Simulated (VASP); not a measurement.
# InSe (R3m) in VASP: settings compared

InSe is run at these levels: PBEsol, PBEsol-based screened hybrid with 25 % exact exchange; tasks: single point.

Everything below comes from runs of VASP 6.6.1. Logs are shortened: lines on timing, memory, paths and dates and some standing lists are left out, and cuts for length are marked.

**What was measured.**

“The Interaction of Hydrogen with the van der Waals Crystal γ-InSe”, 2020, pmc:7321205 reports, for a bulk crystal of InSe at 300 K: band gap 1.25 eV.

How close the calculation comes is told below.

## Step 1: The cell of the first run

It takes space group R3m (No. 160, trigonal). Conventional cell: a = 3.882 Å, b = 3.882 Å, c = 23.561 Å, α = 90.00°, β = 90.00°, γ = 120.00°. Within 3.4 Å of In (site symmetry 3m) lie 3 Se at 2.60 Å and 1 In at 2.71 Å. In (site symmetry 3m) has 3 Se at 2.60 Å and 1 In at 2.71 Å within 3.4 Å. Within 3.4 Å of Se (site symmetry 3m) lie 3 In at 2.60 Å and 3 Se at 3.38 Å. Se (site symmetry 3m) has 3 In at 2.60 Å and 3 Se at 3.38 Å within 3.4 Å.

## Step 2: Single point, PBEsol

INCAR

```
ALGO     = Normal         # electronic algorithm
EDIFF    = 1E-6           # SCF threshold, eV
ENCUT    = 520            # plane-wave cutoff, eV
GGA      = PS             # functional
ISIF     = 2              # what is computed and relaxed
ISMEAR   = -1             # smearing method
LASPH    = T              # aspherical terms in the spheres
LCHARG   = F              # write CHGCAR
LREAL    = F              # projectors in reciprocal space
LWAVE    = F              # write WAVECAR
NBANDS   = 27             # bands
NELM     = 100            # most SCF steps
PREC     = Accurate       # precision mode
SIGMA    = 0.05           # smearing width, eV
```

KPOINTS

```
k-points
0
Gamma
  8 8 8
```

POSCAR

```
InSe
1.0
    1.9409580731      1.1206126660      7.8536085685
   -1.9409580731      1.1206126660      7.8536085685
    0.0000000000     -2.2412253320      7.8536085685
In Se
2 2
Direct
    0.8868530707      0.8868530707      0.8868530707
    0.0016630000      0.0016630000      0.0016630000
    0.1646590403      0.1646590403      0.1646590403
    0.3908248890      0.3908248890      0.3908248890
```

Potentials or basis: VASP PAW PBE potentials, release 64 (In_d, Se).

Command:

```sh
$ cat potpaw_PBE.64/In_d/POTCAR potpaw_PBE.64/Se/POTCAR > POTCAR
$ mpirun -np 1 vasp_std > vasp.out
```

OUTCAR:

```text
EDIFF = 1E-6
   ENCUT = 520
   GGA = PS
   ISIF = 2
   ISMEAR = -1
   LASPH = T
   LREAL = F
   NELM = 100
   PREC = Accurate

 ion  position               nearest neighbor table
   1  0.887  0.887  0.887-   3 2.60   3 2.60   3 2.60   2 2.71
   2  0.002  0.002  0.002-   4 2.60   4 2.60   4 2.60   1 2.71
   3  0.165  0.165  0.165-   1 2.60   1 2.60   1 2.60
   4  0.391  0.391  0.391-   2 2.60   2 2.60   2 2.60

  LATTYP: Found a trigonal (rhomboedric) cell.
 ALAT       =     8.1671450664
 COS(alpha) =     0.8870407592

  Lattice vectors:

 A1 = (   1.9409580731,   1.1206126660,   7.8536085685)
 A2 = (  -1.9409580731,   1.1206126660,   7.8536085685)
 A3 = (   0.0000000000,  -2.2412253320,   7.8536085685)

Analysis of symmetry for initial positions (statically):
=====================================================================
 Subroutine PRICEL returns:
 Original cell was already a primitive cell.

 Routine SETGRP: Setting up the symmetry group for a
 trigonal (rhombohedral) supercell.

 Subroutine GETGRP returns: Found  6 space group operations
 (whereof  6 operations were pure point group operations)
 out of a pool of 12 trial point group operations.

The static configuration has the point symmetry C_3v.

Analysis of symmetry for dynamics (positions and initial velocities):
=====================================================================
 Subroutine PRICEL returns:
 Original cell was already a primitive cell.

 Routine SETGRP: Setting up the symmetry group for a
 trigonal (rhombohedral) supercell.

 Subroutine GETGRP returns: Found  6 space group operations
 (whereof  6 operations were pure point group operations)
 out of a pool of 12 trial point group operations.

The dynamic configuration has the point symmetry C_3v.

 Subroutine INISYM returns: Found  6 space group operations
 (whereof  6 operations are pure point group operations),
 and found     1 'primitive' translations

----------------------------------------------------------------------------------------

                                     Primitive cell

  volume of cell :     102.4925

  direct lattice vectors                    reciprocal lattice vectors
     1.940958073  1.120612666  7.853608569     0.257604740  0.148728166  0.042443334
    -1.940958073  1.120612666  7.853608569    -0.257604740  0.148728166  0.042443334
     0.000000000 -2.241225332  7.853608569     0.000000000 -0.297456332  0.042443334

  length of vectors
     8.167145066  8.167145066  8.167145066     0.300469143  0.300469143  0.300469143

  position of ions in fractional coordinates (direct lattice)
     0.886853071  0.886853071  0.886853071
     0.001663000  0.001663000  0.001663000
     0.164659040  0.164659040  0.164659040
     0.390824889  0.390824889  0.390824889

  ion indices of the primitive-cell ions
   primitive index   ion index
                 1           1
                 2           2
                 3           3
                 4           4

----------------------------------------------------------------------------------------

 KPOINTS: k-points

Automatic generation of k-mesh.
 Grid dimensions read from file:
 generate k-points for:    8    8    8

 Generating k-lattice:

  Cartesian coordinates                     Fractional coordinates (reciprocal lattice)
     0.032200593  0.018591021  0.005305417     0.125000000 -0.000000000 -0.000000000
    -0.032200593  0.018591021  0.005305417    -0.000000000  0.125000000 -0.000000000
     0.000000000 -0.037182042  0.005305417    -0.000000000 -0.000000000  0.125000000

  Length of vectors
     0.037558643  0.037558643  0.037558643

  Shift w.r.t. Gamma in fractional coordinates (k-lattice)
     0.000000000  0.000000000  0.000000000

 Subroutine IBZKPT returns following result:
 ===========================================

 Found     65 irreducible k-points:

 Following reciprocal coordinates:
            Coordinates               Weight
  0.000000  0.000000  0.000000      1.000000
  0.125000 -0.000000  0.000000      6.000000
  0.250000 -0.000000  0.000000      6.000000
  0.375000 -0.000000  0.000000      6.000000
  0.500000 -0.000000  0.000000      3.000000
  0.125000  0.125000  0.000000      6.000000
[... 16 lines left out ...]
  0.250000  0.125000  0.125000      6.000000
  0.375000  0.125000  0.125000      6.000000
 [... further k-points ...]
   k-points           NKPTS =     65   k-points in BZ     NKDIM =     65   number of bands    NBANDS=     27
   number of dos      NEDOS =    301   number of ions     NIONS =      4
   total plane-waves  NPLWV = 262144
   dimension x,y,z NGX =    64 NGY =   64 NGZ =   64
   dimension x,y,z NGXF=   128 NGYF=  128 NGZF=  128
   ions per type =               2   2
   NGX,Y,Z   is equivalent  to a cutoff of  13.03, 13.03, 13.03 a.u.
   NGXF,Y,Z  is equivalent  to a cutoff of  26.05, 26.05, 26.05 a.u.
 SYSTEM =  unknown system
   PREC   = accura    normal or accurate (medium, high low for compatibility)
   ISTART =      0    job   : 0-new  1-cont  2-samecut
   ICHARG =      2    charge: 1-file 2-atom 10-const
   ISPIN  =      1    spin polarized calculation?
   LNONCOLLINEAR =      F non collinear calculations
   LSORBIT =      F    spin-orbit coupling
   LASPH  =      T    aspherical Exc in radial PAW
   ENCUT  =  520.0 eV  38.22 Ry    6.18 a.u.  15.19 15.19 15.19*2*pi/ulx,y,z
   NELM   =    100;   NELMIN=  2; NELMDL= -5     # of ELM steps
   EDIFF  = 0.1E-05   stopping-criterion for ELM
   LREAL  =      F    real-space projection
   EDIFFG = 0.1E-04   stopping-criterion for IOM
   NSW    =      0    number of steps for IOM
   IBRION =     -1    ionic relax: 0-MD 1-quasi-New 2-CG
   NFREE  =      0    steps in history (QN), initial steepest desc. (CG)
   ISIF   =      2    stress and relaxation
   ISYM   =      2    0-nonsym 1-usesym 2-fastsym
   POTIM  = 0.5000    time-step for ionic-motion
   TEBEG  =    0.0;   TEEND  =   0.0 temperature during run
   PSTRESS=    0.0 pullay stress
   NELECT =      38.0000    total number of electrons
   NUPDOWN=      -1.0000    fix difference up-down
   EMIN   =  10.00;   EMAX   =-10.00  energy-range for DOS
   EFERMI =   0.00;   METHOD = LEGACY
   ISMEAR =    -1;   SIGMA  =   0.05  broadening in eV -4-tet -1-fermi 0-gaus
   EFERMI_NEDOS =   21; number of points for ismear=-14 and -15
   IALGO  =     38    algorithm
   IMIX   =      4    mixing-type and parameters
     AMIX     =   0.40;   BMIX     =  1.00
     AMIX_MAG =   1.60;   BMIX_MAG =  1.00
  volume/ion in A,a.u.               =      25.62       172.91
  Fermi-wavevector in a.u.,A,eV,Ry     =   1.176085  2.222478 18.819244  1.383175
  Thomas-Fermi vector in A             =   2.312455
   LORBIT       =      0    0 simple, 1 ext, 2 COOP (PROOUT), +10 PAW based schemes
   GGA     = PS    functional components
   LHFCALC =     F    Hartree Fock is set to
   AEXX    =    0.0000 exact exchange contribution
   IVDW    =     0    specifies the selected vdW correction
   LEPSILON=     F    determine dielectric tensor
   LRPA    =     F    only Hartree local field effects (RPA)
 non-spin polarized calculation
  energy-cutoff  :      520.00
  volume of cell :      102.49
 maximum number of plane-waves:      2779
 NGX is ok and might be reduce to    64
   NGX = 31   NGY = 31   NGZ = 31

 number of electron      38.0000003 magnetization

 Free energy of the ion-electron system (eV)
  ---------------------------------------------------
  ext. energy  EPLUGINS =         0.00000000
  ---------------------------------------------------
  free energy    TOTEN  =       -15.40985498 eV

  energy without entropy =      -15.40983290  energy(sigma->0) =      -15.40984394

 E-fermi :   5.6842     XC(G=0):  -9.7676

 val. band max:        5.3604640364   @ k =   0.5000   0.5000   0.5000
 cond. band min:       5.9268342618   @ k =   0.5000   0.5000   0.5000
 fundamental gap:      0.5663702254
 Fermi energy:         5.6841877711

 k-point     1 :       0.0000    0.0000    0.0000
  band No.  band energies     occupation
      1      -9.6289      2.00000
      2      -9.3877      2.00000
      3      -9.3877      2.00000
      4      -9.2744      2.00000
      5      -9.2744      2.00000
      6      -9.2684      2.00000
[... 19 lines left out ...]
     26      10.9075      0.00000
     27      13.4242      0.00000

 k-point     2 :       0.1250   -0.0000    0.0000
  band No.  band energies     occupation
      1      -9.6327      2.00000
      2      -9.5034      2.00000
      3      -9.3857      2.00000
      4      -9.3627      2.00000
      5      -9.2755      2.00000
      6      -9.2601      2.00000
[... 19 lines left out ...]
     26      11.3135      0.00000
     27      12.7646      0.00000

 k-point     3 :       0.2500   -0.0000    0.0000
  band No.  band energies     occupation
      1      -9.7061      2.00000
      2      -9.5723      2.00000
      3      -9.5126      2.00000
      4      -9.3850      2.00000
      5      -9.2907      2.00000
      6      -9.2259      2.00000
[... 19 lines left out ...]
     26      11.8349      0.00000
     27      12.3238      0.00000

 k-point     4 :       0.3750   -0.0000    0.0000
  band No.  band energies     occupation
      1      -9.7949      2.00000
      2      -9.6266      2.00000
      3      -9.5646      2.00000
      4      -9.3879      2.00000
      5      -9.3056      2.00000
      6      -9.1913      2.00000
[... 19 lines left out ...]
     26      11.9724      0.00000
     27      12.4085      0.00000

 k-point     5 :       0.5000   -0.0000    0.0000
  band No.  band energies     occupation
      1      -9.8260      2.00000
      2      -9.6666      2.00000
      3      -9.5603      2.00000
      4      -9.3897      2.00000
      5      -9.3117      2.00000
      6      -9.1777      2.00000
[... 19 lines left out ...]
     26      11.6870      0.00000
     27      12.0198      0.00000

 k-point     6 :       0.1250    0.1250    0.0000
  band No.  band energies     occupation
      1      -9.6324      2.00000
      2      -9.5018      2.00000
      3      -9.3859      2.00000
      4      -9.3650      2.00000
      5      -9.2754      2.00000
      6      -9.2600      2.00000
[... 444 lines left out ...]
      1      -9.7966      2.00000
      2      -9.7004      2.00000
      3      -9.5566      2.00000
      4      -9.3918      2.00000
      5      -9.3111      2.00000
      6      -9.1767      2.00000
[... 19 lines left out ...]
     26      12.9374      0.00000
     27      13.4651      0.00000

 k-point    22 :       0.1250    0.1250    0.1250
  band No.  band energies     occupation
      1      -9.6288      2.00000
      2      -9.3878      2.00000
      3      -9.3878      2.00000
      4      -9.2743      2.00000
      5      -9.2743      2.00000
      6      -9.2683      2.00000
[... 19 lines left out ...]
     26      10.9538      0.00000
     27      13.4412      0.00000

 k-point    23 :       0.2500    0.1250    0.1250
  band No.  band energies     occupation
      1      -9.6317      2.00000
      2      -9.4974      2.00000
      3      -9.3857      2.00000
      4      -9.3725      2.00000
      5      -9.2754      2.00000
      6      -9.2602      2.00000
[... 19 lines left out ...]
     26      11.4857      0.00000
     27      12.6532      0.00000

 k-point    24 :       0.3750    0.1250    0.1250
  band No.  band energies     occupation
      1      -9.6968      2.00000
      2      -9.5736      2.00000
      3      -9.5226      2.00000
      4      -9.3850      2.00000
      5      -9.2906      2.00000
      6      -9.2260      2.00000
[... 19 lines left out ...]
     26      11.9350      0.00000
     27      12.5232      0.00000

 [... further k-points ...]

------------------------ aborting loop because EDIFF is reached ----------------------------------------

  FORCE on cell =-STRESS in cart. coord.  units (eV):
  Direction    XX          YY          ZZ          XY          YZ          ZX
  --------------------------------------------------------------------------------------
  -------------------------------------------------------------------------------------
  Total        3.2649250      3.2649250      3.2488619      0.0000000      0.0000000      0.0000000
  in kB       51.0377610     51.0377610     50.7866592      0.0000000      0.0000000      0.0000000
  external PRESSURE =      50.9540604 kB  Pullay stress =       0.0000000 kB

 VOLUME and BASIS-vectors are now :
 -----------------------------------------------------------------------------
  energy-cutoff  :      520.00
  volume of cell :      102.49
      direct lattice vectors                 reciprocal lattice vectors
     1.940958073  1.120612666  7.853608569     0.257604740  0.148728166  0.042443334
    -1.940958073  1.120612666  7.853608569    -0.257604740  0.148728166  0.042443334
     0.000000000 -2.241225332  7.853608569     0.000000000 -0.297456332  0.042443334

 POSITION                                       TOTAL-FORCE (eV/Angst)
 -----------------------------------------------------------------------------------
      0.00000      0.00000     20.89499         0.000000      0.000000      0.022494
      0.00000      0.00000      0.03918         0.000000      0.000000     -0.023262
      0.00000      0.00000      3.87950         0.000000     -0.000000     -0.020864
      0.00000      0.00000      9.20816         0.000000     -0.000000      0.021631
 -----------------------------------------------------------------------------------
    total drift:                               -0.000000      0.000000     -0.000301

  FREE ENERGIE OF THE ION-ELECTRON SYSTEM (eV)
  ---------------------------------------------------
  free  energy   TOTEN  =       -15.4098549813 eV

  energy  without entropy=      -15.4098329012  energy(sigma->0) =      -15.40984394
```

Wall time 5 min (1 thread of Intel Xeon 6975P-C (Granite Rapids), shared host); peak memory 0.61 GiB.

Results:

| Item | Value |
| --- | --- |
| Free energy | -15.4099 eV |
| Pressure | 5.1 GPa |
| Largest force | 0.023 eV/Å |
| Band gap on the k mesh | 0.57 eV |

Forces in eV/Å, atoms in the order of the input:
```
In   0.000  0.000  0.022
In   0.000  0.000 -0.023
Se   0.000  0.000 -0.021
Se   0.000  0.000  0.022
```

Caveat: the cell stands under pressure; the PAW data sets were made with another functional, which shifts forces and pressure a little; spin-orbit coupling is left out, which moves the levels of the heavy elements. Expect the measured gap to be larger: semilocal functionals such as PBEsol lack the derivative discontinuity.

## Step 3: Single point, PBEsol

This run uses another cell than the first one, of 29.40 Å³/atom.

INCAR

```
SYSTEM = InSe
PREC     = Accurate       ! precision mode
ENCUT    = 520            ! plane-wave cutoff, eV
EDIFF    = 1E-7           ! SCF threshold, eV
ISMEAR   = -1             ! smearing method
SIGMA    = 0.05           ! smearing width, eV
LREAL    = .FALSE.        ! projectors in reciprocal space
LASPH    = .TRUE.         ! aspherical terms in the spheres
NELM     = 80             ! most SCF steps
ALGO     = Normal         ! electronic algorithm
ISIF     = 2              ! what is computed and relaxed
LWAVE    = .FALSE.        ! write WAVECAR
LCHARG   = .FALSE.        ! write CHGCAR
GGA      = PS             ! functional
NBANDS   = 27             ! bands
```

KPOINTS

```
regular mesh
0
G
  8 8 8
  0 0 0
```

POSCAR

```
InSe
1.0
    2.0059099494      1.1581126493      8.4361349557
   -2.0059099494      1.1581126493      8.4361349557
    0.0000000000     -2.3162252985      8.4361349557
In Se
2 2
Direct
    0.8894465901      0.8894465901      0.8894465901
   -0.0007923130     -0.0007923130     -0.0007923130
    0.1724772142      0.1724772142      0.1724772142
    0.3828685087      0.3828685087      0.3828685087
```

Potentials or basis: VASP PAW PBE potentials, release 64 (In_d, Se).

Command:

```sh
$ cat potpaw_PBE.64/In_d/POTCAR potpaw_PBE.64/Se/POTCAR > POTCAR
$ mpirun -np 1 vasp_std > vasp.out
```

It took 10 min on 1 thread of Intel Xeon 6975P-C (Granite Rapids), shared host; peak memory 0.72 GiB.

It converged, with:

* Free energy: -15.5981 eV
* Pressure: 0.1 GPa
* Largest force: 0.036 eV/Å
* Band gap on the k mesh: 0.35 eV

Forces in eV/Å, atoms in the order of the input:
```
In   0.000  0.000  0.036
In   0.000  0.000 -0.034
Se   0.000  0.000 -0.034
Se   0.000  0.000  0.033
```

Levels at points of the mesh, in eV from the valence-band top:
```csv
k point,band 17,band 18,band 19,band 20,band 21,band 22
"(0.00, 0.00, 0.00)",-1.28,-1.21,-1.21,1.61,1.99,4.30
"(0.50, 0.00, 0.00)",-2.31,-2.24,-1.69,1.14,1.91,3.62
"(0.50, 0.50, 0.00)",-2.49,-2.04,-1.54,1.14,1.90,3.26
"(0.50, 0.50, 0.50)",-1.12,-1.12,0.00,0.35,2.05,4.22
```

Caveat: the PAW data sets were made with another functional, which shifts forces and pressure a little; spin-orbit coupling is left out, which moves the levels of the heavy elements.

(Part 1 of 2 ends here.)
